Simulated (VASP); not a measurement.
TiB2:

```
CELL_PARAMETERS angstrom
3.02593 0.00000 0.00000
-1.51296 2.62053 0.00000
0.00000 0.00000 3.22877
ATOMIC_POSITIONS crystal
Ti 0.00000 0.00000 0.00000
B 0.33333 0.66667 0.50000
B 0.66667 0.33333 0.50000
```

* Program: VASP 6.6.1
* Task: relaxation of cell and atoms
* Functional: PBE
* Potentials or basis: VASP PAW PBE potentials, release 64 (Ti_sv, B)
* Cutoff: 500 eV
* k mesh: 15 × 15 × 12
* Occupations: fermi-dirac, width 1 eV
* Spin: no spin polarisation

At the start: pressure 14.5 GPa; volume 8.53 Å³/atom.

Where does the relaxation end?

Over 6 steps the energy falls by 28.8 meV/atom and the volume is 9.17 Å³/atom (+7.4 %); space group P6/mmm (No. 191, to 0.1 Å) before and after.

The path:
```csv
step,energy change (eV),largest force (eV/Å),pressure (GPa),volume (Å³)
1,0.0000,0.0000,14.53,25.60
2,-0.0515,0.0000,-7.62,28.58
3,-0.0787,0.0000,-0.38,27.41
4,-0.0857,0.0000,-0.02,27.46
5,-0.0863,0.0000,0.13,27.47
6,-0.0863,0.0000,-0.07,27.50
```

Final structure:
```
Ti B
1.0
     3.06973    0.00000    0.00000
    -1.53487    2.65846    0.00000
     0.00000    0.00000    3.37024
Ti B
1 2
Direct
  0.00000 0.00000 0.00000
  0.33333 0.66667 0.50000
  0.66667 0.33333 0.50000
```

Caveat: so wide a smearing shifts energies and pressures.
